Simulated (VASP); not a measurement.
# Ta (I4/mmm) in VASP: notebook

Runs on Ta. Level: PBEsol. Tasks: single point.

Everything below comes from runs of VASP 6.6.1. Logs are shortened: lines on timing, memory, paths and dates and some standing lists are left out, and cuts for length are marked.

## 1. The cell of the first run

Symmetry: I4/mmm, No. 139, tetragonal system. Conventional cell: a = 3.303 Å, b = 3.303 Å, c = 3.550 Å, α = 90.00°, β = 90.00°, γ = 90.00°. Within 3.9 Å of Ta (site symmetry 4/mmm) lie 14 Ta at 2.93 to 3.55 Å.

## 2. Single point, PBEsol (strain +0.0750 x Voigt [0, 0, 1, 0, 0, 0])

INCAR

```
PREC     = Accurate       # precision mode
ENCUT    = 520            # plane-wave cutoff, eV
EDIFF    = 1E-6           # SCF threshold, eV
ISMEAR   = 0              # smearing method
SIGMA    = 0.15           # smearing width, eV
LREAL    = False          # projectors in reciprocal space
LASPH    = True           # aspherical terms in the spheres
NELM     = 80             # most SCF steps
ALGO     = Fast           # electronic algorithm
ISIF     = 2              # what is computed and relaxed
LWAVE    = False          # write WAVECAR
LCHARG   = True           # write CHGCAR
GGA      = PS             # functional
LELF     = True           # ELF
LVHAR    = True         
NBANDS   = 12             # bands
```

KPOINTS

```
Automatic mesh
0
Gamma
  20 20 20
```

POSCAR

```
Ta
1.0
   -1.6512800000      1.6512800000      1.7751260000
    1.6512800000     -1.6512800000      1.7751260000
    1.6512800000      1.6512800000     -1.7751260000
Ta
1
Direct
    0.0000000000      0.0000000000      0.0000000000
```

Potentials or basis: VASP PAW PBE potentials, release 64 (Ta_pv).

Launch:

```
cat potpaw_PBE.64/Ta_pv/POTCAR > POTCAR
mpirun -np 1 vasp_std > vasp.out
```

OUTCAR:

```text
PREC = Accurate
   ENCUT = 520
   EDIFF = 1E-6
   ISMEAR = 0
   LREAL = False
   LASPH = True
   NELM = 80
   ISIF = 2
   GGA = PS

 ion  position               nearest neighbor table
   1  0.000  0.000  0.000-

  LATTYP: Found a body centered tetragonal cell.
 ALAT       =     3.3025600000
 C/A-ratio  =     1.0750000000

  Lattice vectors:

 A1 = (  -1.6512800000,   1.6512800000,   1.7751260000)
 A2 = (   1.6512800000,  -1.6512800000,   1.7751260000)
 A3 = (   1.6512800000,   1.6512800000,  -1.7751260000)

Analysis of symmetry for initial positions (statically):
=====================================================================
 Subroutine PRICEL returns:
 Original cell was already a primitive cell.

 Routine SETGRP: Setting up the symmetry group for a
 body centered tetragonal supercell.

 Subroutine GETGRP returns: Found 16 space group operations
 (whereof 16 operations were pure point group operations)
 out of a pool of 16 trial point group operations.

The static configuration has the point symmetry D_4h.

Analysis of symmetry for dynamics (positions and initial velocities):
=====================================================================
 Subroutine PRICEL returns:
 Original cell was already a primitive cell.

 Routine SETGRP: Setting up the symmetry group for a
 body centered tetragonal supercell.

 Subroutine GETGRP returns: Found 16 space group operations
 (whereof 16 operations were pure point group operations)
 out of a pool of 16 trial point group operations.

The dynamic configuration has the point symmetry D_4h.

 Subroutine INISYM returns: Found 16 space group operations
 (whereof 16 operations are pure point group operations),
 and found     1 'primitive' translations

----------------------------------------------------------------------------------------

                                     Primitive cell

  volume of cell :      19.3611

  direct lattice vectors                    reciprocal lattice vectors
    -1.651280000  1.651280000  1.775126000     0.000000000  0.302795407  0.281670146
     1.651280000 -1.651280000  1.775126000     0.302795407  0.000000000  0.281670146
     1.651280000  1.651280000 -1.775126000     0.302795407  0.302795407  0.000000000

  length of vectors
     2.933346824  2.933346824  2.933346824     0.413549429  0.413549429  0.428217371

  position of ions in fractional coordinates (direct lattice)
     0.000000000  0.000000000  0.000000000

  ion indices of the primitive-cell ions
   primitive index   ion index
                 1           1

[... 82 lines left out ...]
   NELECT =      11.0000    total number of electrons
   NUPDOWN=      -1.0000    fix difference up-down
   EMIN   =  10.00;   EMAX   =-10.00  energy-range for DOS
   EFERMI =   0.00;   METHOD = LEGACY
   ISMEAR =     0;   SIGMA  =   0.15  broadening in eV -4-tet -1-fermi 0-gaus
   EFERMI_NEDOS =   21; number of points for ismear=-14 and -15
   IALGO  =     68    algorithm
   IMIX   =      4    mixing-type and parameters
     AMIX     =   0.40;   BMIX     =  1.00
     AMIX_MAG =   1.60;   BMIX_MAG =  1.00
  volume/ion in A,a.u.               =      19.36       130.66
  Fermi-wavevector in a.u.,A,eV,Ry     =   1.355904  2.562287 25.013970  1.838475
  Thomas-Fermi vector in A             =   2.482952
   LORBIT       =      0    0 simple, 1 ext, 2 COOP (PROOUT), +10 PAW based schemes
   GGA     = PS    functional components
   LHFCALC =     F    Hartree Fock is set to
   AEXX    =    0.0000 exact exchange contribution
   IVDW    =     0    specifies the selected vdW correction
   LEPSILON=     F    determine dielectric tensor
   LRPA    =     F    only Hartree local field effects (RPA)
 non-spin polarized calculation
 RMM-DIIS sequential band-by-band and
 Gauss-broadening in eV      SIGMA  =   0.15
  energy-cutoff  :      520.00
  volume of cell :       19.36
 maximum number of plane-waves:       534
 NGX is ok and might be reduce to    24
   NGX = 11   NGY = 11   NGZ = 11

 number of electron      11.0000002 magnetization

 Free energy of the ion-electron system (eV)
  ---------------------------------------------------
  ext. energy  EPLUGINS =         0.00000000
  ---------------------------------------------------
  free energy    TOTEN  =       -12.45125273 eV

  energy without entropy =      -12.43485182  energy(sigma->0) =      -12.44305227

 E-fermi :   4.7764     XC(G=0): -12.3626

 val. band max:        4.7750367846   @ k =  -0.1500  -0.4000   0.0500
 cond. band min:       4.7812607641   @ k =  -0.1500  -0.3000   0.1000
 fundamental gap:      0.0062239794
 Fermi energy:         4.7764027473

 k-point     1 :       0.0000    0.0000    0.0000
  band No.  band energies     occupation
      1     -28.5670      2.00000
      2     -28.5558      2.00000
      3     -28.5558      2.00000
      4      -2.8899      2.00000
      5       5.2505      0.00001
      6       5.2505      0.00001
      7       6.0438      0.00000
      8       7.8974      0.00000
      9       8.9579      0.00000
     10      18.7194      0.00000
     11      19.9088      0.00000
     12      19.9088      0.00000
[... 331 lines left out ...]
 k-point    24 :      -0.3500    0.0500   -0.0000
  band No.  band energies     occupation
      1     -29.2550      2.00000
      2     -28.7643      2.00000
      3     -28.5725      2.00000
      4       0.1721      2.00000
      5       4.1430      2.00000
      6       4.5342      1.97761
      7       7.6689      0.00000
      8       9.0668      0.00000
      9       9.4018      0.00000
     10      17.7827      0.00000
     11      18.4089      0.00000
     12      19.1809      0.00000

 [... further k-points ...]

------------------------ aborting loop because EDIFF is reached ----------------------------------------

  FORCE on cell =-STRESS in cart. coord.  units (eV):
  Direction    XX          YY          ZZ          XY          YZ          ZX
  --------------------------------------------------------------------------------------
  -------------------------------------------------------------------------------------
  Total       -1.6342011     -1.6342011     -2.3629467      0.0000000      0.0000000      0.0000000
  in kB     -135.2338694   -135.2338694   -195.5392253      0.0000000      0.0000000      0.0000000
  external PRESSURE =    -155.3356547 kB  Pullay stress =       0.0000000 kB

 VOLUME and BASIS-vectors are now :
 -----------------------------------------------------------------------------
  energy-cutoff  :      520.00
  volume of cell :       19.36
      direct lattice vectors                 reciprocal lattice vectors
    -1.651280000  1.651280000  1.775126000     0.000000000  0.302795407  0.281670146
     1.651280000 -1.651280000  1.775126000     0.302795407  0.000000000  0.281670146
     1.651280000  1.651280000 -1.775126000     0.302795407  0.302795407  0.000000000

 POSITION                                       TOTAL-FORCE (eV/Angst)
 -----------------------------------------------------------------------------------
      0.00000      0.00000      0.00000         0.000000      0.000000      0.000000
 -----------------------------------------------------------------------------------
    total drift:                               -0.000000      0.000000      0.000000

  FREE ENERGIE OF THE ION-ELECTRON SYSTEM (eV)
  ---------------------------------------------------
  free  energy   TOTEN  =       -12.4512527318 eV

  energy  without entropy=      -12.4348518169  energy(sigma->0) =      -12.44305227
```

stdout:

```text
POSCAR found type information on POSCAR Ta
 POSCAR found :  1 types and       1 ions
 scaLAPACK will be used
 -----------------------------------------------------------------------------
|                                                                             |
|                                                                             |
|     You enforced a specific xc type in the INCAR file but a different       |
|     I HOPE YOU KNOW WHAT YOU ARE DOING!                                     |
|                                                                             |
 -----------------------------------------------------------------------------

 LDA part: xc-table for (Slater+PW92), standard interpolation
 POSCAR, INCAR and KPOINTS ok, starting setup
 FFT: planning ... GRIDC
 FFT: planning ... GRID_SOFT
 FFT: planning ... GRID
 WAVECAR not read
 entering main loop
```

It took 41 s on 1 thread of Intel Xeon 6975P-C (Granite Rapids), shared host; peak memory 0.25 GiB.

What came out:

| Quantity | Value |
| --- | --- |
| Free energy | -12.4513 eV |
| Pressure | -15.5 GPa |
| Band gap on the k mesh | zero (an odd number of electrons rules out a gap without spin polarisation) |

Stress tensor (GPa, compression positive):
```
-13.52   0.00   0.00
  0.00 -13.52   0.00
  0.00   0.00 -19.55
```

Caveat: the cell differs from its parent crystal (strain +0.0750 x Voigt [0, 0, 1, 0, 0, 0]); the cell stands under tension; the PAW data sets were made with another functional, which shifts forces and pressure a little; spin-orbit coupling is left out, which moves the levels of the heavy elements.

## 3. Single point, PBEsol (strain +0.1125 x Voigt [0, 0, 1, 0, 0, 0])

INCAR

```
  ALGO = Fast
  EDIFF = 1E-6
  ENCUT = 520
  GGA = PS
  ISIF = 2
  ISMEAR = 0
  LASPH = T
  LCHARG = T
  LELF = T
  LREAL = F
  LVHAR = T
  LWAVE = F
  NBANDS = 12
  NELM = 80
  PREC = Accurate
  SIGMA = 0.15
```

KPOINTS

```
k-points
0
Gamma
  20 20 20
```

POSCAR

```
Ta
1.0
   -1.6512800000      1.6512800000      1.8370490000
    1.6512800000     -1.6512800000      1.8370490000
    1.6512800000      1.6512800000     -1.8370490000
Ta
1
Direct
    0.0000000000      0.0000000000      0.0000000000
```

Potentials or basis: VASP PAW PBE potentials, release 64 (Ta_pv).

Launch:

```
cat potpaw_PBE.64/Ta_pv/POTCAR > POTCAR
mpirun -np 1 vasp_std > vasp.out
```

OUTCAR:

```text
EDIFF = 1E-6
   ENCUT = 520
   GGA = PS
   ISIF = 2
   ISMEAR = 0
   LASPH = T
   LREAL = F
   NELM = 80
   PREC = Accurate

 ion  position               nearest neighbor table
   1  0.000  0.000  0.000-

  LATTYP: Found a body centered tetragonal cell.
 ALAT       =     3.3025600000
 C/A-ratio  =     1.1125000000

  Lattice vectors:

 A1 = (  -1.6512800000,   1.6512800000,   1.8370490000)
 A2 = (   1.6512800000,  -1.6512800000,   1.8370490000)
 A3 = (   1.6512800000,   1.6512800000,  -1.8370490000)

[... 540 lines left out ...]

 [... further k-points ...]

------------------------ aborting loop because EDIFF is reached ----------------------------------------

  FORCE on cell =-STRESS in cart. coord.  units (eV):
  Direction    XX          YY          ZZ          XY          YZ          ZX
  --------------------------------------------------------------------------------------
  -------------------------------------------------------------------------------------
  Total       -2.1707633     -2.1707633     -3.0762878      0.0000000      0.0000000     -0.0000000
  in kB     -173.5804746   -173.5804746   -245.9888240      0.0000000      0.0000000     -0.0000000
  external PRESSURE =    -197.7165911 kB  Pullay stress =       0.0000000 kB

 VOLUME and BASIS-vectors are now :
 -----------------------------------------------------------------------------
  energy-cutoff  :      520.00
  volume of cell :       20.04
      direct lattice vectors                 reciprocal lattice vectors
    -1.651280000  1.651280000  1.837049000     0.000000000  0.302795407  0.272175647
     1.651280000 -1.651280000  1.837049000     0.302795407  0.000000000  0.272175647
     1.651280000  1.651280000 -1.837049000     0.302795407  0.302795407  0.000000000

 POSITION                                       TOTAL-FORCE (eV/Angst)
 -----------------------------------------------------------------------------------
      0.00000      0.00000      0.00000         0.000000     -0.000000      0.000000
 -----------------------------------------------------------------------------------
    total drift:                                0.000000      0.000000      0.000000

  FREE ENERGIE OF THE ION-ELECTRON SYSTEM (eV)
  ---------------------------------------------------
  free  energy   TOTEN  =       -12.3578935714 eV

  energy  without entropy=      -12.3404122038  energy(sigma->0) =      -12.34915289
```

stdout:

```text
POSCAR found type information on POSCAR Ta
 POSCAR found :  1 types and       1 ions
 scaLAPACK will be used
 -----------------------------------------------------------------------------
|                                                                             |
|                                                                             |
|     You enforced a specific xc type in the INCAR file but a different       |
|     I HOPE YOU KNOW WHAT YOU ARE DOING!                                     |
|                                                                             |
 -----------------------------------------------------------------------------

 LDA part: xc-table for (Slater+PW92), standard interpolation
 POSCAR, INCAR and KPOINTS ok, starting setup
 FFT: planning ... GRIDC
 FFT: planning ... GRID_SOFT
 FFT: planning ... GRID
 WAVECAR not read
 entering main loop
WARNING in EDDRMM: call to ZHEGV failed, returncode =   8  4     12
WARNING in EDDRMM: call to ZHEGV failed, returncode =   6  3     12
```

It took 43 s on 1 thread of Intel Xeon 6975P-C (Granite Rapids), shared host; peak memory 0.26 GiB.

Results:

```yaml
Free_energy: -12.3579 eV
Pressure: -19.8 GPa
Band_gap_on_the_k_mesh: zero (an odd number of electrons rules out a gap without spin polarisation)
```

Levels at points of the mesh, in eV from the Fermi level:
```csv
k point,band 3,band 4,band 5,band 6,band 7,band 8
"(0.00, 0.00, 0.00)",-33.49,-7.56,0.39,0.39,1.48,2.72
"(0.50, 0.00, 0.00)",-33.50,-4.03,-0.86,0.96,2.48,4.51
"(0.50, 0.50, 0.00)",-33.55,-3.91,-2.02,1.62,4.38,4.84
"(0.50, 0.50, 0.50)",-34.01,-3.42,-3.12,5.73,6.02,6.09
```

Caveat: the cell differs from its parent crystal (strain +0.1125 x Voigt [0, 0, 1, 0, 0, 0]); the cell stands under tension; the PAW data sets were made with another functional, which shifts forces and pressure a little; spin-orbit coupling is left out, which moves the levels of the heavy elements.

## 4. Single point, PBEsol (strain +0.1312 x Voigt [0, 0, 1, 0, 0, 0])

INCAR

```
PREC = Accurate ; ENCUT = 520
EDIFF = 1E-6 ; ISMEAR = 0
SIGMA = 0.15 ; LREAL = F
LASPH = T ; NELM = 60
ALGO = Fast ; ISIF = 2
LWAVE = F ; LCHARG = T
GGA = PS ; LELF = T
LVHAR = T ; NBANDS = 12
```

KPOINTS

```
regular mesh
0
Gamma
  20 20 20
```

POSCAR

```
Ta
1.0
   -1.6512800000      1.6512800000      1.8679279360
    1.6512800000     -1.6512800000      1.8679279360
    1.6512800000      1.6512800000     -1.8679279360
Ta
1
Direct
    0.0000000000      0.0000000000      0.0000000000
```

Launch:

```
cat potpaw_PBE.64/Ta_pv/POTCAR > POTCAR
mpirun -np 1 vasp_std > vasp.out
```

Wall time 42 s (1 thread of Intel Xeon 6975P-C (Granite Rapids), shared host); peak memory 0.26 GiB.

It converged, with:

| Quantity | Value |
| --- | --- |
| Free energy | -12.3041 eV |
| Pressure | -21.6 GPa |
| Band gap on the k mesh | zero (an odd number of electrons rules out a gap without spin polarisation) |

Stress tensor (GPa, compression positive):
```
-19.03   0.00   0.00
  0.00 -19.03   0.00
  0.00   0.00 -26.66
```

Levels at points of the mesh, in eV from the Fermi level:
```tsv
k point	band 1	band 2	band 3	band 4	band 5	band 6	band 7	band 8	band 9	band 10
(0.00, 0.00, 0.00)	-33.59	-33.58	-33.58	-7.51	0.36	0.36	1.57	2.53	4.10	13.29
(0.50, 0.00, 0.00)	-34.37	-33.80	-33.59	-3.99	-0.76	0.87	2.27	4.47	6.33	9.50
(0.50, 0.50, 0.00)	-34.33	-33.89	-33.64	-3.85	-2.08	1.62	4.41	4.81	6.71	10.19
(0.50, 0.50, 0.50)	-34.26	-34.05	-34.05	-3.38	-3.03	5.56	5.64	5.96	5.96	8.60
```

Caveat: the cell differs from its parent crystal (strain +0.1312 x Voigt [0, 0, 1, 0, 0, 0]); the cell stands under tension; the PAW data sets were made with another functional, which shifts forces and pressure a little; spin-orbit coupling is left out, which moves the levels of the heavy elements.

## 5. The runs side by side

| cell | gap on the mesh (eV) | pressure (GPa) |
| --- | --- | --- |
| a = 2.933 Å, angles 111.5, 111.5, 105.5°, 1 atom | none | -15.5 |
| a = 2.971 Å, angles 112.5, 112.5, 103.6°, 1 atom | none | -19.8 |
| a = 2.990 Å, angles 113.0, 113.0, 102.7°, 1 atom | none | -21.6 |

Alike in all rows: task single point; level PBEsol; potentials or basis VASP PAW PBE potentials, release 64 (Ta_pv); no spin polarisation; k mesh 20 × 20 × 20; cutoff (eV) 520; smearing gaussian 0.15 eV.

Caveats: the cell stands under tension; the PAW data sets were made with another functional, which shifts forces and pressure a little; spin-orbit coupling is left out, which moves the levels of the heavy elements.

Total energies depend on the potentials used, so only differences within one code and one set of settings carry meaning.
